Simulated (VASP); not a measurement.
A run of VASP 6.6.1 is set up as follows.

Contents of INCAR:

```
PREC     = Accurate       # precision mode
ENCUT    = 520            # plane-wave cutoff, eV
EDIFF    = 1E-6           # SCF threshold, eV
ISMEAR   = -1             # smearing method
SIGMA    = 0.02           # smearing width, eV
LREAL    = F              # projectors in reciprocal space
LASPH    = T              # aspherical terms in the spheres
NELM     = 60             # most SCF steps
ALGO     = Normal         # electronic algorithm
ISIF     = 2              # what is computed and relaxed
LWAVE    = F              # write WAVECAR
LCHARG   = F              # write CHGCAR
GGA      = PE             # functional
NBANDS   = 11             # bands
```

The input KPOINTS:

```
Automatic mesh
0
Gamma
  10 10 10
```

The input POSCAR:

```
SiC
1.0
    0.0387500500      2.1684496355      2.1684496355
    2.1684496355      0.0387500500      2.1684496355
    2.1684496355      2.1684496355      0.0387500500
Si C
1 1
Direct
    0.0009017569      0.0009017569      0.0009017569
    0.2490982431      0.2490982431      0.2490982431
```

Potentials or basis: VASP PAW PBE potentials, release 64 (Si, C).

The run is started by

```sh
$ cat potpaw_PBE.64/Si/POTCAR potpaw_PBE.64/C/POTCAR > POTCAR
$ mpirun -np 1 vasp_std > vasp.out
```

Task: Predict the band gap on the k mesh.

Result: 1.20 eV, indirect (least direct gap 4.40 eV).

Task: Predict the pressure.

Result: 13.5 GPa.

Stress tensor (GPa, compression positive):
```
13.46 -4.84 -4.84
-4.84 13.46 -4.84
-4.84 -4.84 13.46
```

Caveat: the cell differs from its parent crystal (epitaxial 111 strain -2.2%). A k mesh can miss the band edges.
